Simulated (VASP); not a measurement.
# AlCo (Pm-3m) in VASP: notebook, part 2 of 2

VASP 6.6.1. The steps go on from the part before.

### Step 4. Single point, PBEsol (volume scaled by 1.03)

File INCAR:

```
  PREC = Accurate
  ENCUT = 520
  EDIFF = 1E-6
  ISMEAR = 0
  SIGMA = 0.1
  LREAL = False
  LASPH = True
  NELM = 80
  ALGO = Fast
  ISIF = 2
  LWAVE = False
  LCHARG = False
  GGA = PS
  NBANDS = 13
```

File KPOINTS:

```
Automatic mesh
0
Gamma
  14 14 14
```

File POSCAR:

```
AlCo
1.0
    2.8505337447      0.0000000000      0.0000000000
    0.0000000000      2.8505337447      0.0000000000
    0.0000000000      0.0000000000      2.8505337447
Al Co
1 1
Direct
    0.0000000000      0.0000000000      0.0000000000
    0.5000000000      0.5000000000      0.5000000000
```

Potentials or basis: VASP PAW PBE potentials, release 64 (Al, Co).

The run is started by

```sh
> cat potpaw_PBE.64/Al/POTCAR potpaw_PBE.64/Co/POTCAR > POTCAR
> mpirun -np 1 vasp_std > vasp.out
```

OUTCAR:

```text
PREC = Accurate
   ENCUT = 520
   EDIFF = 1E-6
   ISMEAR = 0
   LREAL = False
   LASPH = True
   NELM = 80
   ISIF = 2
   GGA = PS

 ion  position               nearest neighbor table
   1  0.000  0.000  0.000-   2 2.47   2 2.47   2 2.47   2 2.47   2 2.47   2 2.47   2 2.47   2 2.47

   2  0.500  0.500  0.500-   1 2.47   1 2.47   1 2.47   1 2.47   1 2.47   1 2.47   1 2.47   1 2.47

  LATTYP: Found a simple cubic cell.
 ALAT       =     2.8505337447

  Lattice vectors:

 A1 = (   2.8505337447,   0.0000000000,   0.0000000000)
 A2 = (   0.0000000000,   2.8505337447,   0.0000000000)
 A3 = (   0.0000000000,   0.0000000000,   2.8505337447)

Analysis of symmetry for initial positions (statically):
=====================================================================
 Subroutine PRICEL returns:
 Original cell was already a primitive cell.

 Routine SETGRP: Setting up the symmetry group for a
 simple cubic supercell.

 Subroutine GETGRP returns: Found 48 space group operations
 (whereof 48 operations were pure point group operations)
 out of a pool of 48 trial point group operations.

The static configuration has the point symmetry O_h .

[... 177 lines left out ...]
      7      16.3972      0.00000
      8      16.3972      0.00000
      9      16.3972      0.00000
     10      19.1892      0.00000
     11      19.1892      0.00000
     12      25.5613      0.00000
     13      32.0234      0.00000
[... 354 lines left out ...]
  band No.  band energies     occupation
      1       2.4723      2.00000
      2       6.3805      2.00000
      3       7.9119      2.00000
      4       8.6017      2.00000
      5       8.9590      2.00000
      6       9.3800      2.00000
      7      11.0908      0.00000
      8      14.9095      0.00000
      9      18.8355      0.00000
     10      20.2398      0.00000
     11      22.5793      0.00000
     12      24.9480      0.00000
     13      27.2337      0.00000

 [... further k-points ...]

------------------------ aborting loop because EDIFF is reached ----------------------------------------

  FORCE on cell =-STRESS in cart. coord.  units (eV):
  Direction    XX          YY          ZZ          XY          YZ          ZX
  --------------------------------------------------------------------------------------
  -------------------------------------------------------------------------------------
  Total       -0.7745154     -0.7745154     -0.7745154      0.0000000      0.0000000     -0.0000000
  in kB      -53.5749876    -53.5749876    -53.5749876      0.0000000      0.0000000     -0.0000000
  external PRESSURE =     -53.5749876 kB  Pullay stress =       0.0000000 kB

 VOLUME and BASIS-vectors are now :
 -----------------------------------------------------------------------------
  energy-cutoff  :      520.00
  volume of cell :       23.16
      direct lattice vectors                 reciprocal lattice vectors
     2.850533745  0.000000000  0.000000000     0.350811493  0.000000000  0.000000000
     0.000000000  2.850533745  0.000000000     0.000000000  0.350811493  0.000000000
     0.000000000  0.000000000  2.850533745     0.000000000  0.000000000  0.350811493

 POSITION                                       TOTAL-FORCE (eV/Angst)
 -----------------------------------------------------------------------------------
      0.00000      0.00000      0.00000         0.000000      0.000000      0.000000
      1.42527      1.42527      1.42527         0.000000      0.000000      0.000000
 -----------------------------------------------------------------------------------
    total drift:                                0.000000      0.000000     -0.000000

  FREE ENERGIE OF THE ION-ELECTRON SYSTEM (eV)
  ---------------------------------------------------
  free  energy   TOTEN  =       -13.0728506833 eV

  energy  without entropy=      -13.0693841459  energy(sigma->0) =      -13.07111741
```

OSZICAR:

```text
N       E                     dE             d eps       ncg     rms          rms(c)
DAV:   1     0.357632578746E+02    0.35763E+02   -0.51922E+03  3136   0.971E+02
DAV:   2    -0.133478656303E+02   -0.49111E+02   -0.44525E+02  3265   0.172E+02
DAV:   3    -0.149516717325E+02   -0.16038E+01   -0.15904E+01  3854   0.363E+01
DAV:   4    -0.149758668418E+02   -0.24195E-01   -0.24188E-01  3650   0.401E+00
DAV:   5    -0.149766816808E+02   -0.81484E-03   -0.81483E-03  3909   0.802E-01    0.133E+01
RMM:   6    -0.181192483480E+02   -0.31426E+01   -0.18575E+01  3680   0.557E+01    0.196E+01
RMM:   7    -0.131048434678E+02    0.50144E+01   -0.55246E+00  3311   0.290E+01    0.266E+00
RMM:   8    -0.130863854261E+02    0.18458E-01   -0.41963E-02  3411   0.163E+00    0.125E+00
RMM:   9    -0.130958939405E+02   -0.95085E-02   -0.52634E-02  3764   0.196E+00    0.135E+00
RMM:  10    -0.130729119239E+02    0.22982E-01   -0.21975E-02  3616   0.199E+00    0.142E-01
RMM:  11    -0.130730771881E+02   -0.16526E-03   -0.11214E-03  4029   0.230E-01    0.155E-01
RMM:  12    -0.130728411378E+02    0.23605E-03   -0.43891E-04  4189   0.193E-01    0.256E-02
RMM:  13    -0.130728546345E+02   -0.13497E-04   -0.11212E-04  4145   0.727E-02    0.317E-02
RMM:  14    -0.130728500341E+02    0.46005E-05   -0.19733E-05  4243   0.389E-02    0.496E-03
RMM:  15    -0.130728511205E+02   -0.10865E-05   -0.55706E-06  3645   0.174E-02    0.858E-03
RMM:  16    -0.130728506833E+02    0.43725E-06   -0.11841E-06  2432   0.946E-03
   1 F= -.13072851E+02 E0= -.13071117E+02  d E =-.346654E-02
```

stdout:

```text
POSCAR found type information on POSCAR AlCo
 POSCAR found :  2 types and       2 ions
 scaLAPACK will be used
 -----------------------------------------------------------------------------
|                                                                             |
|                                                                             |
|     You enforced a specific xc type in the INCAR file but a different       |
|     I HOPE YOU KNOW WHAT YOU ARE DOING!                                     |
|                                                                             |
 -----------------------------------------------------------------------------

 LDA part: xc-table for (Slater+PW92), standard interpolation
 POSCAR, INCAR and KPOINTS ok, starting setup
 FFT: planning ... GRIDC
 FFT: planning ... GRID_SOFT
 FFT: planning ... GRID
 WAVECAR not read
 entering main loop
```

Wall time 19 s (1 thread of Intel Xeon Platinum 8488C (Sapphire Rapids), shared host); peak memory 0.16 GiB.

What came out:

```yaml
Free_energy: -13.0729 eV
Pressure: -5.4 GPa
Band_gap_on_the_k_mesh: zero (band 6 reaches 12.80 eV, above the bottom of band 7 at 10.18 eV)
```

Levels at points of the mesh, in eV from the Fermi level:
| k point | band 3 | band 4 | band 5 | band 6 | band 7 | band 8 | band 9 | band 10 |
| --- | --- | --- | --- | --- | --- | --- | --- | --- |
| (0.00, 0.00, 0.00) | -2.98 | -0.82 | -0.82 | -0.82 | 5.96 | 5.96 | 5.96 | 8.75 |
| (0.50, 0.00, 0.00) | -2.40 | -1.70 | -1.70 | -0.71 | 0.16 | 8.41 | 10.57 | 10.57 |
| (0.50, 0.50, 0.00) | -2.67 | -2.67 | -1.49 | -1.49 | -0.26 | 2.39 | 3.49 | 12.75 |
| (0.50, 0.50, 0.50) | -3.92 | -0.22 | -0.22 | 2.36 | 2.36 | 2.36 | 4.14 | 5.36 |

Caveat: the PAW data sets were made with another functional, which shifts forces and pressure a little. Spin polarisation is off, so any magnetic state and its effect on volume and gap are missing.

### Step 5. Overview

| cell | gap on the mesh (eV) | pressure (GPa) |
| --- | --- | --- |
| a = 2.794 Å, 2 atoms | none | 5.9 |
| a = 2.823 Å, 2 atoms | none | 0.1 |
| a = 2.851 Å, 2 atoms | none | -5.4 |

Alike in all rows: task single point; level PBEsol; potentials or basis VASP PAW PBE potentials, release 64 (Al, Co); no spin polarisation; k mesh 14 × 14 × 14; cutoff (eV) 520; smearing gaussian 0.1 eV.

Caveats: the PAW data sets were made with another functional, which shifts forces and pressure a little.

Total energies depend on the potentials used, so only differences within one code and one set of settings carry meaning.
